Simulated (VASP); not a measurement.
The system is SiC2.

```xyz
6
Lattice="2.9301 0.0000 0.0000 -1.4651 2.5376 0.0000 0.0000 0.0000 7.1755" Properties=species:S:1:pos:R:3 pbc="T T T"
C     0.0000    0.0000   -0.1415
C     1.4651    0.8459    4.9585
C     0.0000    1.6917    2.4060
C     1.4651    0.8459    6.4989
Si    0.0000    1.6917    4.2717
Si    0.0000    0.0000    1.7390
```

Base run:

```yaml
Program: VASP 6.6.1
Functional: PBE
Potentials_or_basis: VASP PAW PBE potentials, release 64 (C, Si)
Cutoff: 520 eV
k_mesh: 12 × 12 × 4
Occupations: gaussian, width 0.01 eV
Spin: no spin polarisation
```

Its results: band gap on the k mesh 1.33 eV, indirect (least direct gap 3.05 eV); pressure 3.4 GPa; largest force 0.233 eV/Å.

Question: The run is repeated on the same cell with these changes: functional from PBE to r2SCAN. What comes out?

Answer: Band gap on the k mesh 1.64 eV, indirect (least direct gap 3.20 eV); pressure -0.1 GPa; largest force 0.070 eV/Å.

r2SCAN gives the wider gap, since meta-GGAs in the generalised Kohn-Sham scheme recover part of the derivative discontinuity.

Caveats: the PAW data sets were made with another functional, which shifts forces and pressure a little (some runs).

A k mesh can miss the band edges.
